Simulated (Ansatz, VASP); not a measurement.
## Two plane-wave programs on NbAs

File INCAR:

```
SYSTEM = NbAs
  PREC = Accurate
  ENCUT = 520
  EDIFF = 1E-6
  ISMEAR = 0
  SIGMA = 0.15
  LREAL = .False.
  LASPH = .True.
  NELM = 80
  ALGO = Normal
  ISIF = 2
  LWAVE = .False.
  LCHARG = .False.
  NBANDS = 26
```

Contents of KPOINTS:

```
Automatic mesh
0
Gamma
  14 14 14
  0 0 0
```

Contents of POSCAR:

```
NbAs
1.0
   -1.7089437786      1.7089437786      5.7642489817
    1.7089437786     -1.7089437786      5.7642489817
    1.7089437786      1.7089437786     -5.7642489817
Nb As
2 2
Direct
    0.7487445729      0.7487445729      0.0000000000
    0.4987445729      0.9987445729      0.5000000000
    0.1672554271      0.1672554271      0.0000000000
    0.9172554271      0.4172554271      0.5000000000
```

Input for Ansatz:

```yaml
crystal:
  lattice:
    - [-1.7089437786, 1.7089437786, 5.7642489817]
    - [1.7089437786, -1.7089437786, 5.7642489817]
    - [1.7089437786, 1.7089437786, -5.7642489817]
  atoms:
    - { symbol: Nb, position: [0.7487445729, 0.7487445729, 0.0] }
    - { symbol: Nb, position: [0.4987445729, 0.9987445729, 0.5] }
    - { symbol: As, position: [0.1672554271, 0.1672554271, 0.0] }
    - { symbol: As, position: [0.9172554271, 0.4172554271, 0.5] }
basis:
  ecutwfc: 420
kpoints:
  mp_grid: { grid: [14, 14, 14] }
hamiltonian:
  xc: lda
scf:
  occupations: { method: gaussian, width: 0.15 }
output:
  forces: true
  stress: true
  eigenvalues: true
```

Alike in both runs: task single point; functional LDA; k mesh 14 × 14 × 14; occupations gaussian, width 0.15 eV; no spin polarisation.

|  | VASP | Ansatz |
| --- | --- | --- |
| version | VASP 6.6.1 | Ansatz 0.2.0 |
| potentials or method | VASP PAW LDA potentials, release 64 (Nb_sv, As), cutoff 520 eV | scalar-relativistic, plane waves, PAW |
| valence electrons in the cell | 36 | 56 |

|  | VASP | Ansatz | Ansatz less VASP |
| --- | --- | --- | --- |
| gap on the k mesh at the Fermi level (eV) | none | none | - |
| pressure (GPa) | 0.4 | 0.0 | -0.37 |
| traceless stress, the component that is largest in VASP (GPa) | -0.07 | 0.02 | +0.091 |

LDA's correlation is that of Perdew and Zunger in VASP and of Perdew and Wang (1992) in Ansatz. A gap of «none» marks a metal or a gap that the smearing closes. VASP's potentials hold 36 valence electrons a cell and Ansatz's 56, so a difference there can come from the potentials and not from the codes.
